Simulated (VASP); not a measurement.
# CdSe (Cadmoselite) (P6_3mc) in VASP: notebook

The runs below take CdSe (Cadmoselite) through relaxation of cell and atoms, with PBEsol, LDA, r2SCAN.

Program: VASP 6.6.1. These are calculated values, not measurements. Logs are shortened: lines on timing, memory, paths and dates and some standing lists are left out, and cuts for length are marked.

## Step 1: The cell of the first run

Symmetry: P6_3mc, No. 186, hexagonal system. Conventional cell: a = 4.383 Å, b = 4.383 Å, c = 7.154 Å, α = 90.00°, β = 90.00°, γ = 120.00°. Cd (site symmetry 3m) has 4 Se at 2.68 to 2.69 Å within 3.5 Å. Se (site symmetry 3m) has 4 Cd at 2.68 to 2.69 Å within 3.5 Å.

## Step 2: Relaxation of cell and atoms, PBEsol

File INCAR:

```
SYSTEM = CdSe
ALGO = Normal ; EDIFF = 1E-6
EDIFFG = -0.005 ; ENCUT = 600
GGA = PS ; IBRION = 2
ISIF = 3 ; ISMEAR = -1
LASPH = .True. ; LCHARG = .False.
LREAL = .False. ; LWAVE = .False.
NELM = 60 ; NSW = 80
PREC = Accurate ; SIGMA = 0.02
```

File KPOINTS:

```
k-points
0
Gamma
  6 6 4
  0 0 0
```

File POSCAR:

```
CdSe
1.0
    4.3833795238      0.0000000000      0.0000000000
   -2.1916897619      3.7961180221      0.0000000000
    0.0000000000      0.0000000000      7.1535456943
Cd Se
2 2
Direct
    0.3333333333      0.6666666667      0.0045810804
    0.6666666667      0.3333333333      0.5045810804
    0.3333333333      0.6666666667      0.3804189196
    0.6666666667      0.3333333333      0.8804189196
```

Potentials or basis: VASP PAW PBE potentials, release 64 (Cd, Se).

Command:

```bash
$ cat potpaw_PBE.64/Cd/POTCAR potpaw_PBE.64/Se/POTCAR > POTCAR
$ mpirun -np 1 vasp_std > vasp.out
```

OUTCAR:

```text
SYSTEM = CdSe
   EDIFF = 1E-6
   EDIFFG = -0.005
   ENCUT = 600
   GGA = PS
   IBRION = 2
   ISIF = 3
   ISMEAR = -1
   LASPH = .True.
   LREAL = .False.
   NELM = 60
   NSW = 80
   PREC = Accurate

 ion  position               nearest neighbor table
   1  0.333  0.667  0.005-   4 2.68   4 2.68   4 2.68   3 2.69
   2  0.667  0.333  0.505-   3 2.68   3 2.68   3 2.68   4 2.69
   3  0.333  0.667  0.380-   2 2.68   2 2.68   2 2.68   1 2.69
   4  0.667  0.333  0.880-   1 2.68   1 2.68   1 2.68   2 2.69

  LATTYP: Found a hexagonal cell.
 ALAT       =     4.3833795238
 C/A-ratio  =     1.6319704136

  Lattice vectors:

 A1 = (   4.3833795238,   0.0000000000,   0.0000000000)
 A2 = (  -2.1916897619,   3.7961180221,   0.0000000000)
 A3 = (   0.0000000000,   0.0000000000,   7.1535456943)

Analysis of symmetry for initial positions (statically):
=====================================================================
 Subroutine PRICEL returns:
 Original cell was already a primitive cell.

 Routine SETGRP: Setting up the symmetry group for a
 hexagonal supercell.

 Subroutine GETGRP returns: Found 12 space group operations
 (whereof  6 operations were pure point group operations)
 out of a pool of 24 trial point group operations.

The static configuration has the point symmetry C_3v.
 The point group associated with its full space group is C_6v.

Analysis of symmetry for dynamics (positions and initial velocities):
=====================================================================
 Subroutine PRICEL returns:
 Original cell was already a primitive cell.

 Routine SETGRP: Setting up the symmetry group for a
 hexagonal supercell.

 Subroutine GETGRP returns: Found 12 space group operations
 (whereof  6 operations were pure point group operations)
 out of a pool of 24 trial point group operations.

The dynamic configuration has the point symmetry C_3v.
 The point group associated with its full space group is C_6v.

 Subroutine INISYM returns: Found 12 space group operations
 (whereof  6 operations are pure point group operations),
 and found     1 'primitive' translations

----------------------------------------------------------------------------------------

                                     Primitive cell

  volume of cell :     119.0338

  direct lattice vectors                    reciprocal lattice vectors
     4.383379524  0.000000000  0.000000000     0.228134478  0.131713502  0.000000000
    -2.191689762  3.796118022  0.000000000     0.000000000  0.263427005  0.000000000
     0.000000000  0.000000000  7.153545694     0.000000000  0.000000000  0.139790817

  length of vectors
     4.383379524  4.383379524  7.153545694     0.263427005  0.263427005  0.139790817

  position of ions in fractional coordinates (direct lattice)
     0.333333333  0.666666667  0.004581080
     0.666666667  0.333333333  0.504581080
     0.333333333  0.666666667  0.380418920
     0.666666667  0.333333333  0.880418920

  ion indices of the primitive-cell ions
   primitive index   ion index
                 1           1
                 2           2
                 3           3
                 4           4

----------------------------------------------------------------------------------------

 KPOINTS: k-points

Automatic generation of k-mesh.
 Grid dimensions read from file:
 generate k-points for:    6    6    4

 Generating k-lattice:

  Cartesian coordinates                     Fractional coordinates (reciprocal lattice)
     0.038022413  0.021952250  0.000000000     0.166666667  0.000000000  0.000000000
     0.000000000  0.043904501  0.000000000     0.000000000  0.166666667  0.000000000
     0.000000000  0.000000000  0.034947704     0.000000000  0.000000000  0.250000000

  Length of vectors
     0.043904501  0.043904501  0.034947704

  Shift w.r.t. Gamma in fractional coordinates (k-lattice)
     0.000000000  0.000000000  0.000000000

 Subroutine IBZKPT returns following result:
 ===========================================

 Found     21 irreducible k-points:

 Following reciprocal coordinates:
            Coordinates               Weight
  0.000000  0.000000  0.000000      1.000000
  0.166667  0.000000  0.000000      6.000000
  0.333333  0.000000  0.000000      6.000000
  0.500000  0.000000  0.000000      3.000000
  0.166667  0.166667  0.000000      6.000000
  0.333333  0.166667  0.000000     12.000000
[... 13 lines left out ...]
  0.333333  0.166667  0.500000     12.000000
  0.333333  0.333333  0.500000      2.000000
   k-points           NKPTS =     21   k-points in BZ     NKDIM =     21   number of bands    NBANDS=     22
   number of dos      NEDOS =    301   number of ions     NIONS =      4
   total plane-waves  NPLWV =  77760
   dimension x,y,z NGX =    36 NGY =   36 NGZ =   60
   dimension x,y,z NGXF=    72 NGYF=   72 NGZF=  120
   ions per type =               2   2
   NGX,Y,Z   is equivalent  to a cutoff of  13.65, 13.65, 13.94 a.u.
   NGXF,Y,Z  is equivalent  to a cutoff of  27.31, 27.31, 27.89 a.u.
 SYSTEM =  CdSe
   PREC   = accura    normal or accurate (medium, high low for compatibility)
   ISTART =      0    job   : 0-new  1-cont  2-samecut
   ICHARG =      2    charge: 1-file 2-atom 10-const
   ISPIN  =      1    spin polarized calculation?
   LNONCOLLINEAR =      F non collinear calculations
   LSORBIT =      F    spin-orbit coupling
   LASPH  =      T    aspherical Exc in radial PAW
   ENCUT  =  600.0 eV  44.10 Ry    6.64 a.u.   8.75  8.75 14.29*2*pi/ulx,y,z
   NELM   =     60;   NELMIN=  2; NELMDL= -5     # of ELM steps
   EDIFF  = 0.1E-05   stopping-criterion for ELM
   LREAL  =      F    real-space projection
   EDIFFG = -.5E-02   stopping-criterion for IOM
   NSW    =     80    number of steps for IOM
   IBRION =      2    ionic relax: 0-MD 1-quasi-New 2-CG
   NFREE  =      1    steps in history (QN), initial steepest desc. (CG)
   ISIF   =      3    stress and relaxation
   ISYM   =      2    0-nonsym 1-usesym 2-fastsym
   POTIM  = 0.5000    time-step for ionic-motion
   TEBEG  =    0.0;   TEEND  =   0.0 temperature during run
   PSTRESS=    0.0 pullay stress
   NELECT =      36.0000    total number of electrons
   NUPDOWN=      -1.0000    fix difference up-down
   EMIN   =  10.00;   EMAX   =-10.00  energy-range for DOS
   EFERMI =   0.00;   METHOD = LEGACY
   ISMEAR =    -1;   SIGMA  =   0.02  broadening in eV -4-tet -1-fermi 0-gaus
   EFERMI_NEDOS =   21; number of points for ismear=-14 and -15
   IALGO  =     38    algorithm
   IMIX   =      4    mixing-type and parameters
     AMIX     =   0.40;   BMIX     =  1.00
     AMIX_MAG =   1.60;   BMIX_MAG =  1.00
  volume/ion in A,a.u.               =      29.76       200.82
  Fermi-wavevector in a.u.,A,eV,Ry     =   1.098885  2.076592 16.429694  1.207548
  Thomas-Fermi vector in A             =   2.235270
   LORBIT       =      0    0 simple, 1 ext, 2 COOP (PROOUT), +10 PAW based schemes
   GGA     = PS    functional components
   LHFCALC =     F    Hartree Fock is set to
   AEXX    =    0.0000 exact exchange contribution
   IVDW    =     0    specifies the selected vdW correction
   LEPSILON=     F    determine dielectric tensor
   LRPA    =     F    only Hartree local field effects (RPA)
 conjugate gradient relaxation of ions
 non-spin polarized calculation
  energy-cutoff  :      600.00
  volume of cell :      119.03
 maximum number of plane-waves:      4020
 NGX is ok and might be reduce to    36
   NGX = 17   NGY = 17   NGZ = 29

--------------------------------------- Ionic step        1  -------------------------------------------

 number of electron      36.0000009 magnetization

 Free energy of the ion-electron system (eV)
  ---------------------------------------------------
  ext. energy  EPLUGINS =         0.00000000
  ---------------------------------------------------
  free energy    TOTEN  =       -12.30464855 eV

  energy without entropy =      -12.30464830  energy(sigma->0) =      -12.30464842

------------------------ aborting loop because EDIFF is reached ----------------------------------------

  FORCE on cell =-STRESS in cart. coord.  units (eV):
  Direction    XX          YY          ZZ          XY          YZ          ZX
  --------------------------------------------------------------------------------------
  -------------------------------------------------------------------------------------
  Total       -1.7173263     -1.7173263     -1.7480269      0.0000000      0.0000000      0.0000000
  in kB      -23.1149659    -23.1149659    -23.5281923      0.0000000      0.0000000      0.0000000
  external PRESSURE =     -23.2527081 kB  Pullay stress =       0.0000000 kB

 VOLUME and BASIS-vectors are now :
 -----------------------------------------------------------------------------
  energy-cutoff  :      600.00
  volume of cell :      119.03
      direct lattice vectors                 reciprocal lattice vectors
     4.383379524  0.000000000  0.000000000     0.228134478  0.131713502  0.000000000
    -2.191689762  3.796118022  0.000000000     0.000000000  0.263427005  0.000000000
     0.000000000  0.000000000  7.153545694     0.000000000  0.000000000  0.139790817
[... 39 lines left out ...]
 POSITION                                       TOTAL-FORCE (eV/Angst)
 -----------------------------------------------------------------------------------
     -0.00000      2.47833      0.03207         0.000000      0.000000      0.004173
      2.14630      1.23916      3.53344         0.000000     -0.000000      0.004173
     -0.00000      2.47833      2.66398        -0.000000     -0.000000     -0.004173
      2.14630      1.23916      6.16534        -0.000000      0.000000     -0.004173
 -----------------------------------------------------------------------------------
    total drift:                               -0.000000      0.000000      0.000049

  FREE ENERGIE OF THE ION-ELECTRON SYSTEM (eV)
  ---------------------------------------------------
  free  energy   TOTEN  =       -12.3463372696 eV

  energy  without entropy=      -12.3463372582  energy(sigma->0) =      -12.34633726

--------------------------------------- Ionic step        3  -------------------------------------------

 number of electron      35.9999992 magnetization

 Free energy of the ion-electron system (eV)
  ---------------------------------------------------
  ext. energy  EPLUGINS =         0.00000000
  ---------------------------------------------------
  free energy    TOTEN  =       -12.34931895 eV

  energy without entropy =      -12.34931892  energy(sigma->0) =      -12.34931894

 E-fermi :   1.0441     XC(G=0):  -9.0644

 val. band max:        0.7727710942   @ k =   0.0000   0.0000   0.0000
 cond. band min:       1.3007359872   @ k =   0.0000   0.0000   0.0000
 fundamental gap:      0.5279648930
 Fermi energy:         1.0441181128

 k-point     1 :       0.0000    0.0000    0.0000
  band No.  band energies     occupation
      1     -11.8256      2.00000
      2     -11.4453      2.00000
      3      -7.1169      2.00000
      4      -7.1105      2.00000
      5      -7.1105      2.00000
      6      -7.0431      2.00000
[... 14 lines left out ...]
     21       6.5486      0.00000
     22       6.5486      0.00000
[... 520 lines left out ...]
 POSITION                                       TOTAL-FORCE (eV/Angst)
 -----------------------------------------------------------------------------------
     -0.00000      2.48869      0.03221         0.000000     -0.000000      0.003274
      2.15527      1.24435      3.54849         0.000000      0.000000      0.003274
     -0.00000      2.48869      2.67532        -0.000000      0.000000     -0.003274
      2.15527      1.24435      6.19160        -0.000000     -0.000000     -0.003274
 -----------------------------------------------------------------------------------
    total drift:                               -0.000000      0.000000     -0.000079

  FREE ENERGIE OF THE ION-ELECTRON SYSTEM (eV)
  ---------------------------------------------------
  free  energy   TOTEN  =       -12.3493189461 eV

  energy  without entropy=      -12.3493189249  energy(sigma->0) =      -12.34931894

 reached required accuracy - stopping structural energy minimisation
```

It took 2.1 min on 1 thread of Intel Xeon Platinum 8259CL at 2.50GHz (Skylake/Cascade Lake), shared host; peak memory 0.3 GiB.

What came out:

- Free energy: -12.3493 eV
- Relaxed volume: 28.29 Å³/atom
- Relaxed cell: a = 4.311 Å, b = 4.311 Å, c = 7.033 Å, α = 90.00°, β = 90.00°, γ = 120.00°
- Space group after relaxing (to 0.05 Å): P6_3mc (No. 186)
- Energy gained by relaxing: 11.2 meV/atom
- Ionic steps: 3
- Pressure after relaxing: 0.0 GPa
- Largest force after relaxing: 0.003 eV/Å
- Band gap on the k mesh: 0.53 eV, direct

Forces on the atoms (eV/Å):
```
Cd   0.000  0.000  0.003
Cd   0.000  0.000  0.003
Se   0.000  0.000 -0.003
Se   0.000  0.000 -0.003
```

The path:
```
step  energy change (eV)  largest force (eV/Å)  pressure (GPa)  volume (Å³)
   1              0.0000                0.0001           -2.33       119.03
   2             -0.0417                0.0042            0.68       111.75
   3             -0.0447                0.0033            0.00       113.16
```

Final structure:
```
Cd Se
1.0
     4.31054    0.00000    0.00000
    -2.15527    3.73304    0.00000
     0.00000    0.00000    7.03255
Cd Se
2 2
Cartesian
  0.0000 2.4887 0.0322
  2.1553 1.2443 3.5485
  0.0000 2.4887 2.6753
  2.1553 1.2443 6.1916
```

Caveat: the PAW data sets were made with another functional, which shifts forces and pressure a little.

## Step 3: Relaxation of cell and atoms, LDA

File INCAR:

```
PREC = Accurate
ENCUT = 600
EDIFF = 1E-6
ISMEAR = -1
SIGMA = 0.02
LREAL = False
LASPH = True
NELM = 80
ALGO = Normal
ISIF = 3
LWAVE = False
LCHARG = False
GGA = CA
IBRION = 2
NSW = 80
EDIFFG = -0.005
```

File KPOINTS:

```
Automatic mesh
0
Gamma
  6 6 4
```

POSCAR is that of step 2.

Potentials or basis: VASP PAW LDA potentials, release 64 (Cd, Se).

Command:

```bash
$ cat potpaw_LDA.64/Cd/POTCAR potpaw_LDA.64/Se/POTCAR > POTCAR
$ mpirun -np 1 vasp_std > vasp.out
```

Wall time 5.2 min (1 thread of Intel Xeon Platinum 8259CL at 2.50GHz (Skylake/Cascade Lake), shared host); peak memory 0.26 GiB.

It converged, with:

| Quantity | Value |
| --- | --- |
| Free energy | -13.5165 eV |
| Relaxed volume | 27.32 Å³/atom |
| Relaxed cell | a = 4.261 Å, b = 4.261 Å, c = 6.952 Å, α = 90.00°, β = 90.00°, γ = 120.00° |
| Space group after relaxing (to 0.05 Å) | P6_3mc (No. 186) |
| Energy gained by relaxing | 33.2 meV/atom |
| Ionic steps | 10 |
| Pressure after relaxing | 0.0 GPa |
| Band gap on the k mesh | 0.48 eV, direct |

The path:
| step | energy change (eV) | largest force (eV/Å) | pressure (GPa) | volume (Å³) |
| --- | --- | --- | --- | --- |
| 1 | 0.0000 | 0.0013 | -4.03 | 119.03 |
| 2 | -0.1201 | 0.0120 | 1.53 | 106.61 |
| 3 | -0.1327 | 0.0084 | 0.01 | 109.29 |
| 4 | -0.1326 | 0.0082 | -0.09 | 109.48 |
| 5 | -0.1326 | 0.0029 | -0.09 | 109.48 |
| 6 | -0.1326 | 0.0016 | -0.09 | 109.47 |
| 7 | -0.1326 | 0.0009 | -0.09 | 109.44 |
| 8 | -0.1327 | 0.0000 | -0.03 | 109.36 |
| 9 | -0.1327 | 0.0018 | 0.05 | 109.20 |
| 10 | -0.1327 | 0.0008 | 0.00 | 109.29 |

Final structure:
```
Cd Se
1.0
     4.26062    0.00000    0.00000
    -2.13031    3.68981    0.00000
     0.00000    0.00000    6.95219
Cd Se
2 2
Direct
  0.33333 0.66667 0.00468
  0.66667 0.33333 0.50468
  0.33333 0.66667 0.38032
  0.66667 0.33333 0.88032
```

Levels at points of the mesh, in eV from the valence-band top:
```
           k point  band 15  band 16  band 17  band 18  band 19  band 20  band 21  band 22
(0.00, 0.00, 0.00)    -0.82    -0.06     0.00     0.00     0.48     2.03     5.71     5.71
(0.50, 0.00, 0.00)    -2.86    -2.00    -1.46    -0.81     3.10     3.14     4.59     6.08
(0.00, 0.00, 0.50)    -0.43    -0.43    -0.43    -0.43     2.23     2.23     5.72     5.72
(0.50, 0.00, 0.50)    -1.47    -1.47    -1.45    -1.45     2.75     2.75     4.71     4.71
```

LDA usually gives volumes a few per cent too small. Zero-point motion and thermal expansion aren't in these numbers.

## Step 4: Relaxation of cell and atoms, r2SCAN

POSCAR is that of step 3.

File INCAR.step1:

```
PREC = Accurate
ENCUT = 600
ISMEAR = -1
SIGMA = 0.02
LREAL = F
LASPH = T
NELM = 60
GGA = PE
ALGO = Normal
EDIFF = 1E-4
LWAVE = T
LCHARG = F
```

File INCAR.step2:

```
PREC = Accurate
ENCUT = 600
EDIFF = 1E-6
ISMEAR = -1
SIGMA = 0.02
LREAL = F
LASPH = T
NELM = 60
ALGO = Normal
ISIF = 3
LWAVE = F
LCHARG = F
METAGGA = R2SCAN
LMIXTAU = T
IBRION = 2
NSW = 80
EDIFFG = -0.005
ISTART = 1
```

File KPOINTS:

```
regular mesh
0
Gamma
  6 6 4
```

Potentials or basis: VASP PAW PBE potentials, release 64 (Cd, Se).

Command:

```bash
$ cat potpaw_PBE.64/Cd/POTCAR potpaw_PBE.64/Se/POTCAR > POTCAR
$ cp INCAR.step1 INCAR
$ mpirun -np 1 vasp_std > vasp.out
$ cp INCAR.step2 INCAR
$ mpirun -np 1 vasp_std > vasp.out
```

Wall time 9.8 min (1 thread of Intel Xeon Platinum 8259CL at 2.50GHz (Skylake/Cascade Lake), shared host); peak memory 0.33 GiB.

The run converged. Its results:

```
Free energy                            : -71.8323 eV
Relaxed volume                         : 28.97 Å³/atom
Relaxed cell                           : a = 4.345 Å, b = 4.345 Å, c = 7.088 Å, α = 90.00°, β = 90.00°, γ = 120.00°
Space group after relaxing (to 0.05 Å) : P6_3mc (No. 186)
Energy gained by relaxing              : 3.3 meV/atom
Ionic steps                            : 3
Pressure after relaxing                : 0.0 GPa
Band gap on the k mesh                 : 1.08 eV, direct
```

The path:
```tsv
step	energy change (eV)	largest force (eV/Å)	pressure (GPa)	volume (Å³)
1	0.0000	0.0010	-1.29	119.03
2	-0.0118	0.0008	0.43	114.94
3	-0.0130	0.0008	0.00	115.89
```

Final structure:
```
CELL_PARAMETERS angstrom
4.34505 0.00000 0.00000
-2.17252 3.76292 0.00000
0.00000 0.00000 7.08803
ATOMIC_POSITIONS crystal
Cd 0.33333 0.66667 0.00459
Cd 0.66667 0.33333 0.50459
Se 0.33333 0.66667 0.38041
Se 0.66667 0.33333 0.88041
```

Levels at points of the mesh, in eV from the valence-band top:
```csv
k point,band 16,band 17,band 18,band 19,band 20,band 21
"(0.00, 0.00, 0.00)",-0.04,0.00,0.00,1.08,2.63,6.38
"(0.50, 0.00, 0.00)",-1.79,-1.27,-0.73,3.62,3.71,5.09
"(0.00, 0.00, 0.50)",-0.38,-0.38,-0.38,2.77,2.77,6.26
"(0.50, 0.00, 0.50)",-1.31,-1.30,-1.30,3.32,3.32,5.27
```

Caveat: the PAW data sets were made with another functional, which shifts forces and pressure a little.

## Step 5: Overview

| level | potentials or basis | gap on the mesh (eV) | pressure (GPa) | relaxed volume (Å³/atom) |
| --- | --- | --- | --- | --- |
| PBEsol | VASP PAW PBE potentials, release 64 (Cd, Se) | 0.53 | 0.0 | 28.29 |
| LDA | VASP PAW LDA potentials, release 64 (Cd, Se) | 0.48 | 0.0 | 27.32 |
| r2SCAN | VASP PAW PBE potentials, release 64 (Cd, Se) | 1.08 | 0.0 | 28.97 |

Alike in all rows: task relaxation of cell and atoms; no spin polarisation; cell relaxed; k mesh 6 × 6 × 4; cutoff (eV) 600; smearing fermi-dirac 0.02 eV.

Caveats: the PAW data sets were made with another functional, which shifts forces and pressure a little (some runs).

Total energies depend on the potentials used, so only differences within one code and one set of settings carry meaning.
